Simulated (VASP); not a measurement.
# LiPtBr3 (Pm-3m) in VASP: a series of runs

The runs below take LiPtBr3 through single point, relaxation of cell and atoms, with r2SCAN+rVV10.

Everything below comes from runs of VASP 6.6.1. Logs are shortened: lines on timing, memory, paths and dates and some standing lists are left out, and cuts for length are marked.

**1. The cell of the first run**

It takes space group Pm-3m (No. 221, cubic). Conventional cell: a = 5.149 Å, b = 5.149 Å, c = 5.149 Å, α = 90.00°, β = 90.00°, γ = 90.00°. Li (site symmetry m-3m) has 12 Br at 3.64 Å and 8 Pt at 4.46 Å within 4.8 Å. Within 3.4 Å of Pt (site symmetry m-3m) lie 6 Br at 2.57 Å. Br (site symmetry 4/mmm) has 2 Pt at 2.57 Å within 3.4 Å.

**2. Single point, r2SCAN+rVV10**

File POSCAR:

```
LiPtBr3
1.0
    5.1493937836      0.0000000000      0.0000000000
    0.0000000000      5.1493937836      0.0000000000
    0.0000000000      0.0000000000      5.1493937836
Li Pt Br
1 1 3
Direct
    0.0000000000      0.0000000000      0.0000000000
    0.5000000000      0.5000000000      0.5000000000
    0.0000000000      0.5000000000      0.5000000000
    0.5000000000      0.0000000000      0.5000000000
    0.5000000000      0.5000000000      0.0000000000
```

File INCAR.step1:

```
SYSTEM = LiPtBr3
ALGO     = Normal         ! electronic algorithm
EDIFF    = 1E-5           ! SCF threshold, eV
ENCUT    = 830            ! plane-wave cutoff, eV
GGA      = PE             ! functional
GGA_COMPAT= .FALSE.      
ISMEAR   = -1             ! smearing method
LASPH    = .TRUE.         ! aspherical terms in the spheres
LCHARG   = .FALSE.        ! write CHGCAR
LREAL    = .FALSE.        ! projectors in reciprocal space
LWAVE    = .TRUE.         ! write WAVECAR
NBANDS   = 25             ! bands
NELM     = 120            ! most SCF steps
PREC     = Accurate       ! precision mode
SIGMA    = 0.03           ! smearing width, eV
```

File INCAR.step2:

```
SYSTEM = LiPtBr3
ALGO     = Normal         ! electronic algorithm
BPARAM   = 11.95        
CPARAM   = 0.0093       
EDIFF    = 1E-6           ! SCF threshold, eV
ENCUT    = 830            ! plane-wave cutoff, eV
GGA_COMPAT= .FALSE.      
ISIF     = 2              ! what is computed and relaxed
ISMEAR   = -1             ! smearing method
ISTART   = 1            
IVDW_NL  = 2            
LASPH    = .TRUE.         ! aspherical terms in the spheres
LCHARG   = .TRUE.         ! write CHGCAR
LELF     = .TRUE.         ! ELF
LMIXTAU  = .TRUE.       
LREAL    = .FALSE.        ! projectors in reciprocal space
LUSE_VDW = .TRUE.       
LVHAR    = .TRUE.       
LWAVE    = .FALSE.        ! write WAVECAR
METAGGA  = R2SCAN         ! meta-GGA
NBANDS   = 25             ! bands
NELM     = 120            ! most SCF steps
PREC     = Accurate       ! precision mode
SIGMA    = 0.03           ! smearing width, eV
```

File KPOINTS:

```
k-points
0
G
  4 4 4
  0 0 0
```

Potentials or basis: VASP PAW PBE potentials, release 64 (Li_sv, Pt, Br).

The run is started by

```
$ cat potpaw_PBE.64/Li_sv/POTCAR potpaw_PBE.64/Pt/POTCAR potpaw_PBE.64/Br/POTCAR > POTCAR
$ cp INCAR.step1 INCAR
$ mpirun -np 1 vasp_std > vasp.out
$ cp INCAR.step2 INCAR
$ mpirun -np 1 vasp_std > vasp.out
```

OUTCAR:

```text
SYSTEM = LiPtBr3
   BPARAM = 11.95
   EDIFF = 1E-6
   ENCUT = 830
   ISIF = 2
   ISMEAR = -1
   ISTART = 1
   IVDW_NL = 2
   LASPH = .TRUE.
   LREAL = .FALSE.
   METAGGA = R2SCAN
   NELM = 120
   PREC = Accurate

 ion  position               nearest neighbor table
   1  0.000  0.000  0.000-
   2  0.500  0.500  0.500-   3 2.57   4 2.57   5 2.57   5 2.57   4 2.57   3 2.57
   3  0.000  0.500  0.500-   2 2.57   2 2.57
   4  0.500  0.000  0.500-   2 2.57   2 2.57
   5  0.500  0.500  0.000-   2 2.57   2 2.57

  LATTYP: Found a simple cubic cell.
 ALAT       =     5.1493937836

  Lattice vectors:

 A1 = (   5.1493937836,   0.0000000000,   0.0000000000)
 A2 = (   0.0000000000,   5.1493937836,   0.0000000000)
 A3 = (   0.0000000000,   0.0000000000,   5.1493937836)

Analysis of symmetry for initial positions (statically):
=====================================================================
 Subroutine PRICEL returns:
 Original cell was already a primitive cell.

 Routine SETGRP: Setting up the symmetry group for a
 simple cubic supercell.

 Subroutine GETGRP returns: Found 48 space group operations
 (whereof 48 operations were pure point group operations)
 out of a pool of 48 trial point group operations.

The static configuration has the point symmetry O_h .

Analysis of symmetry for dynamics (positions and initial velocities):
=====================================================================
 Subroutine PRICEL returns:
 Original cell was already a primitive cell.

 Routine SETGRP: Setting up the symmetry group for a
 simple cubic supercell.

 Subroutine GETGRP returns: Found 48 space group operations
 (whereof 48 operations were pure point group operations)
 out of a pool of 48 trial point group operations.

The dynamic configuration has the point symmetry O_h .

 Subroutine INISYM returns: Found 48 space group operations
 (whereof 48 operations are pure point group operations),
 and found     1 'primitive' translations

----------------------------------------------------------------------------------------

                                     Primitive cell

  volume of cell :     136.5426

  direct lattice vectors                    reciprocal lattice vectors
     5.149393784  0.000000000  0.000000000     0.194197617  0.000000000  0.000000000
     0.000000000  5.149393784  0.000000000     0.000000000  0.194197617  0.000000000
     0.000000000  0.000000000  5.149393784     0.000000000  0.000000000  0.194197617

  length of vectors
     5.149393784  5.149393784  5.149393784     0.194197617  0.194197617  0.194197617

  position of ions in fractional coordinates (direct lattice)
     0.000000000  0.000000000  0.000000000
     0.500000000  0.500000000  0.500000000
     0.000000000  0.500000000  0.500000000
     0.500000000  0.000000000  0.500000000
     0.500000000  0.500000000  0.000000000

  ion indices of the primitive-cell ions
   primitive index   ion index
                 1           1
                 2           2
                 3           3
                 4           4
                 5           5

----------------------------------------------------------------------------------------

 KPOINTS: k-points

Automatic generation of k-mesh.
 Grid dimensions read from file:
 generate k-points for:    4    4    4

 Generating k-lattice:

  Cartesian coordinates                     Fractional coordinates (reciprocal lattice)
     0.048549404  0.000000000  0.000000000     0.250000000  0.000000000  0.000000000
     0.000000000  0.048549404  0.000000000     0.000000000  0.250000000  0.000000000
     0.000000000  0.000000000  0.048549404     0.000000000  0.000000000  0.250000000

  Length of vectors
     0.048549404  0.048549404  0.048549404

  Shift w.r.t. Gamma in fractional coordinates (k-lattice)
     0.000000000  0.000000000  0.000000000

 Subroutine IBZKPT returns following result:
 ===========================================

 Found     10 irreducible k-points:

 Following reciprocal coordinates:
            Coordinates               Weight
  0.000000  0.000000  0.000000      1.000000
  0.250000  0.000000  0.000000      6.000000
  0.500000  0.000000  0.000000      3.000000
  0.250000  0.250000  0.000000     12.000000
  0.500000  0.250000  0.000000     12.000000
  0.500000  0.500000  0.000000      3.000000
  0.250000  0.250000  0.250000      8.000000
  0.500000  0.250000  0.250000     12.000000
  0.500000  0.500000  0.250000      6.000000
  0.500000  0.500000  0.500000      1.000000
   k-points           NKPTS =     10   k-points in BZ     NKDIM =     10   number of bands    NBANDS=     25
   number of dos      NEDOS =    301   number of ions     NIONS =      5
   total plane-waves  NPLWV = 110592
   dimension x,y,z NGX =    48 NGY =   48 NGZ =   48
   dimension x,y,z NGXF=    96 NGYF=   96 NGZF=   96
   ions per type =               1   1   3
   NGX,Y,Z   is equivalent  to a cutoff of  15.50, 15.50, 15.50 a.u.
   NGXF,Y,Z  is equivalent  to a cutoff of  30.99, 30.99, 30.99 a.u.
 SYSTEM =  LiPtBr3
   PREC   = accura    normal or accurate (medium, high low for compatibility)
   ISTART =      1    job   : 0-new  1-cont  2-samecut
   ICHARG =      0    charge: 1-file 2-atom 10-const
   ISPIN  =      1    spin polarized calculation?
   LNONCOLLINEAR =      F non collinear calculations
   LSORBIT =      F    spin-orbit coupling
   LASPH  =      T    aspherical Exc in radial PAW
   ENCUT  =  830.0 eV  61.00 Ry    7.81 a.u.  12.10 12.10 12.10*2*pi/ulx,y,z
   NELM   =    120;   NELMIN=  2; NELMDL=  0     # of ELM steps
   EDIFF  = 0.1E-05   stopping-criterion for ELM
   LREAL  =      F    real-space projection
   EDIFFG = 0.1E-04   stopping-criterion for IOM
   NSW    =      0    number of steps for IOM
   IBRION =     -1    ionic relax: 0-MD 1-quasi-New 2-CG
   NFREE  =      0    steps in history (QN), initial steepest desc. (CG)
   ISIF   =      2    stress and relaxation
   ISYM   =      2    0-nonsym 1-usesym 2-fastsym
   POTIM  = 0.5000    time-step for ionic-motion
   TEBEG  =    0.0;   TEEND  =   0.0 temperature during run
   PSTRESS=    0.0 pullay stress
   NELECT =      34.0000    total number of electrons
   NUPDOWN=      -1.0000    fix difference up-down
   EMIN   =  10.00;   EMAX   =-10.00  energy-range for DOS
   EFERMI =   0.00;   METHOD = LEGACY
   ISMEAR =    -1;   SIGMA  =   0.03  broadening in eV -4-tet -1-fermi 0-gaus
   EFERMI_NEDOS =   21; number of points for ismear=-14 and -15
   IALGO  =     38    algorithm
   IMIX   =      4    mixing-type and parameters
     AMIX     =   0.40;   BMIX     =  1.00
     AMIX_MAG =   1.60;   BMIX_MAG =  1.00
  volume/ion in A,a.u.               =      27.31       184.29
  Fermi-wavevector in a.u.,A,eV,Ry     =   1.029939  1.946303 14.432724  1.060775
  Thomas-Fermi vector in A             =   2.164012
   LORBIT       =      0    0 simple, 1 ext, 2 COOP (PROOUT), +10 PAW based schemes
   METAGGA = R2SCAN    functional components
   LHFCALC =     F    Hartree Fock is set to
   AEXX    =    0.0000 exact exchange contribution
   IVDW_NL    =     2    kernel type
   BPARAM     =11.9500
   IVDW    =     0    specifies the selected vdW correction
   LEPSILON=     F    determine dielectric tensor
   LRPA    =     F    only Hartree local field effects (RPA)
 non-spin polarized calculation
  energy-cutoff  :      830.00
  volume of cell :      136.54
 maximum number of plane-waves:      7464
   NGX = 25   NGY = 25   NGZ = 25

 number of electron      34.0000006 magnetization

 Free energy of the ion-electron system (eV)
  ---------------------------------------------------
  ext. energy  EPLUGINS =         0.00000000
  ---------------------------------------------------
  free energy    TOTEN  =       -95.36101669 eV

  energy without entropy =      -95.34271865  energy(sigma->0) =      -95.35186767

 E-fermi :   2.4825     XC(G=0):  -8.7674

 val. band max:        2.4295389077   @ k =   0.5000   0.2500   0.2500
 cond. band min:       2.5031113575   @ k =   0.2500   0.2500   0.2500
 fundamental gap:      0.0735724498
 Fermi energy:         2.4824998350

 k-point     1 :       0.0000    0.0000    0.0000
  band No.  band energies     occupation
      1     -47.6041      2.00000
      2     -14.3216      2.00000
      3     -13.4399      2.00000
      4     -13.4399      2.00000
      5      -2.8634      2.00000
      6      -2.8634      2.00000
[... 17 lines left out ...]
     24       9.2037      0.00000
     25       9.2037      0.00000

 k-point     2 :       0.2500    0.0000    0.0000
  band No.  band energies     occupation
      1     -47.6041      2.00000
      2     -14.1995      2.00000
      3     -13.4827      2.00000
      4     -13.4359      2.00000
      5      -3.6858      2.00000
      6      -2.7436      2.00000
[... 17 lines left out ...]
     24       9.0693      0.00000
     25      10.1708      0.00000

 k-point     3 :       0.5000    0.0000    0.0000
  band No.  band energies     occupation
      1     -47.6040      2.00000
      2     -14.0482      2.00000
      3     -13.5518      2.00000
      4     -13.4318      2.00000
      5      -4.3464      2.00000
      6      -2.5137      2.00000
[... 17 lines left out ...]
     24      10.3979      0.00000
     25      11.0461      0.00000

 k-point     4 :       0.2500    0.2500    0.0000
  band No.  band energies     occupation
      1     -47.6041      2.00000
      2     -14.0767      2.00000
      3     -13.4898      2.00000
      4     -13.4595      2.00000
      5      -3.9160      2.00000
      6      -3.3938      2.00000
[... 17 lines left out ...]
     24       9.4887      0.00000
     25      10.9111      0.00000

 k-point     5 :       0.5000    0.2500    0.0000
  band No.  band energies     occupation
      1     -47.6040      2.00000
      2     -13.9216      2.00000
      3     -13.5448      2.00000
      4     -13.4639      2.00000
      5      -4.5070      2.00000
      6      -3.4659      2.00000
[... 17 lines left out ...]
     24      10.0115      0.00000
     25      10.7549      0.00000

 k-point     6 :       0.5000    0.5000    0.0000
  band No.  band energies     occupation
      1     -47.6040      2.00000
      2     -13.7486      2.00000
      3     -13.5377      2.00000
      4     -13.5377      2.00000
      5      -4.8811      2.00000
      6      -3.8639      2.00000
[... 17 lines left out ...]
     24       9.2046      0.00000
     25       9.4284      0.00000

 k-point     7 :       0.2500    0.2500    0.2500
  band No.  band energies     occupation
      1     -47.6040      2.00000
      2     -13.9562      2.00000
      3     -13.4842      2.00000
      4     -13.4842      2.00000
      5      -4.1699      2.00000
      6      -3.3572      2.00000
[... 17 lines left out ...]
     24      10.2022      0.00000
     25      10.2022      0.00000

 k-point     8 :       0.5000    0.2500    0.2500
  band No.  band energies     occupation
      1     -47.6040      2.00000
      2     -13.8023      2.00000
      3     -13.5377      2.00000
      4     -13.4785      2.00000
      5      -4.7109      2.00000
      6      -3.5396      2.00000
[... 17 lines left out ...]
     24       9.4524      0.00000
     25      10.1402      0.00000

 k-point     9 :       0.5000    0.5000    0.2500
  band No.  band energies     occupation
      1     -47.6040      2.00000
      2     -13.6397      2.00000
      3     -13.5306      2.00000
      4     -13.5306      2.00000
      5      -5.1059      2.00000
      6      -3.8605      2.00000
[... 17 lines left out ...]
     24       8.8413      0.00000
     25       8.9264      0.00000

 k-point    10 :       0.5000    0.5000    0.5000
  band No.  band energies     occupation
      1     -47.6040      2.00000
      2     -13.5235      2.00000
      3     -13.5235      2.00000
      4     -13.5235      2.00000
      5      -5.4751      2.00000
      6      -3.8570      2.00000
[... 17 lines left out ...]
     24       8.9343      0.00000
     25       8.9343      0.00000

------------------------ aborting loop because EDIFF is reached ----------------------------------------

  FORCE on cell =-STRESS in cart. coord.  units (eV):
  Direction    XX          YY          ZZ          XY          YZ          ZX
  --------------------------------------------------------------------------------------
  -------------------------------------------------------------------------------------
  Total        0.0981909      0.0981909      0.0981909     -0.0000000      0.0000000     -0.0000000
  in kB        1.1521624      1.1521624      1.1521624     -0.0000000      0.0000000     -0.0000000
  external PRESSURE =       1.1521624 kB  Pullay stress =       0.0000000 kB

 VOLUME and BASIS-vectors are now :
 -----------------------------------------------------------------------------
  energy-cutoff  :      830.00
  volume of cell :      136.54
      direct lattice vectors                 reciprocal lattice vectors
     5.149393784  0.000000000  0.000000000     0.194197617  0.000000000  0.000000000
     0.000000000  5.149393784  0.000000000     0.000000000  0.194197617  0.000000000
     0.000000000  0.000000000  5.149393784     0.000000000  0.000000000  0.194197617

 POSITION                                       TOTAL-FORCE (eV/Angst)
 -----------------------------------------------------------------------------------
      0.00000      0.00000      0.00000         0.000000      0.000000      0.000000
      2.57470      2.57470      2.57470         0.000000      0.000000      0.000000
      0.00000      2.57470      2.57470         0.000000      0.000000      0.000000
      2.57470      0.00000      2.57470         0.000000      0.000000      0.000000
      2.57470      2.57470      0.00000         0.000000      0.000000      0.000000
 -----------------------------------------------------------------------------------
    total drift:                                0.000000     -0.000000     -0.000000

  FREE ENERGIE OF THE ION-ELECTRON SYSTEM (eV)
  ---------------------------------------------------
  free  energy   TOTEN  =       -95.3610166878 eV

  energy  without entropy=      -95.3427186450  energy(sigma->0) =      -95.35186767
```

Wall time 8.6 min (1 thread of Oxide Virtual Turin-like, shared host); peak memory 0.75 GiB.

What came out:

| Property | Result |
| --- | --- |
| Free energy | -95.3610 eV |
| Pressure | 0.1 GPa |
| Band gap on the k mesh | zero (bands 17 and 18 overlap by 4.79 eV) |

Caveat: the PAW data sets were made with another functional, which shifts forces and pressure a little; spin-orbit coupling is left out, which moves the levels of the heavy elements.

**3. Relaxation of cell and atoms, r2SCAN+rVV10**

This run uses another cell than the first one, of 26.85 Å³/atom.

POSCAR: that of step 2 with these lines changed.

```diff
@@ -2,5 +2,5 @@
 1.0
-    5.1493937836      0.0000000000      0.0000000000
-    0.0000000000      5.1493937836      0.0000000000
-    0.0000000000      0.0000000000      5.1493937836
+    5.1205731842      0.0000000000      0.0000000000
+    0.0000000000      5.1205731842      0.0000000000
+    0.0000000000      0.0000000000      5.1205731842
 Li Pt Br
```

File INCAR.step1:

```
PREC     = Accurate       # precision mode
ENCUT    = 830            # plane-wave cutoff, eV
ISMEAR   = -1             # smearing method
SIGMA    = 0.03           # smearing width, eV
LREAL    = False          # projectors in reciprocal space
LASPH    = True           # aspherical terms in the spheres
NELM     = 120            # most SCF steps
GGA      = PE             # functional
ALGO     = Normal         # electronic algorithm
EDIFF    = 1E-5           # SCF threshold, eV
LWAVE    = True           # write WAVECAR
LCHARG   = False          # write CHGCAR
GGA_COMPAT= False        
IBRION   = 2              # ionic algorithm
ISIF     = 3              # what is computed and relaxed
EDIFFG   = -0.005         # ionic threshold
NELMIN   = 4            
NSW      = 100            # ionic steps
```

File INCAR.step2:

```
PREC     = Accurate       # precision mode
ENCUT    = 830            # plane-wave cutoff, eV
EDIFF    = 1E-7           # SCF threshold, eV
ISMEAR   = -1             # smearing method
SIGMA    = 0.03           # smearing width, eV
LREAL    = False          # projectors in reciprocal space
LASPH    = True           # aspherical terms in the spheres
NELM     = 120            # most SCF steps
ALGO     = Normal         # electronic algorithm
ISIF     = 3              # what is computed and relaxed
LWAVE    = False          # write WAVECAR
LCHARG   = False          # write CHGCAR
METAGGA  = R2SCAN         # meta-GGA
LMIXTAU  = True         
LUSE_VDW = True         
IVDW_NL  = 2            
BPARAM   = 11.95        
CPARAM   = 0.0093       
IBRION   = 2              # ionic algorithm
NSW      = 100            # ionic steps
EDIFFG   = -0.01          # ionic threshold
ISTART   = 1            
GGA_COMPAT= False        
NELMIN   = 4
```

File KPOINTS:

```
Automatic mesh
0
Gamma
  4 4 4
```

Potentials or basis: VASP PAW PBE potentials, release 64 (Li_sv, Pt, Br).

The run is started by

```
$ cat potpaw_PBE.64/Li_sv/POTCAR potpaw_PBE.64/Pt/POTCAR potpaw_PBE.64/Br/POTCAR > POTCAR
$ cp INCAR.step1 INCAR
$ mpirun -np 1 vasp_std > vasp.out
$ cp INCAR.step2 INCAR
$ mpirun -np 1 vasp_std > vasp.out
```

It took 29 min on 1 thread of Oxide Virtual Turin-like, shared host; peak memory 0.77 GiB.

It converged, with:

```yaml
Free_energy: -95.3610 eV
Relaxed_volume: 27.38 Å³/atom
Relaxed_cell: a = 5.154 Å, b = 5.154 Å, c = 5.154 Å, α = 90.00°, β = 90.00°, γ = 90.00°
Space_group_after_relaxing_to_0.1_Å: Pm-3m (No. 221)
Energy_gained_by_relaxing: 1.6 meV/atom
Ionic_steps: 3
Pressure_after_relaxing: 0.0 GPa
Band_gap_on_the_k_mesh: zero (bands 17 and 18 overlap by 4.78 eV)
```

Step by step:
```
step  energy change (eV)  largest force (eV/Å)  pressure (GPa)  volume (Å³)
   1              0.0000                0.0000            0.97       134.26
   2             -0.0075                0.0000           -0.20       137.45
   3             -0.0078                0.0000            0.00       136.88
```

Final structure:
```
Li Pt Br
1.0
     5.15366    0.00000    0.00000
     0.00000    5.15366    0.00000
     0.00000    0.00000    5.15366
Li Pt Br
1 1 3
Direct
  0.00000 0.00000 0.00000
  0.50000 0.50000 0.50000
  0.00000 0.50000 0.50000
  0.50000 0.00000 0.50000
  0.50000 0.50000 0.00000
```

Levels at points of the mesh, in eV from the Fermi level:
```csv
k point,band 14,band 15,band 16,band 17,band 18,band 19,band 20,band 21
"(0.00, 0.00, 0.00)",-2.62,-2.62,-2.62,-2.44,-2.44,0.46,1.81,5.74
"(0.50, 0.00, 0.00)",-2.70,-2.43,-1.55,-1.55,-1.26,3.51,3.80,5.06
"(0.50, 0.50, 0.00)",-1.98,-1.61,-1.53,-1.53,2.33,4.00,4.50,5.08
"(0.50, 0.50, 0.50)",-1.58,-1.58,-1.58,2.34,2.34,2.36,5.42,5.42
```

Caveat: the PAW data sets were made with another functional, which shifts forces and pressure a little; spin-orbit coupling is left out, which moves the levels of the heavy elements.

The gap in the log of VASP goes by the Fermi energy; the results here count the filled bands.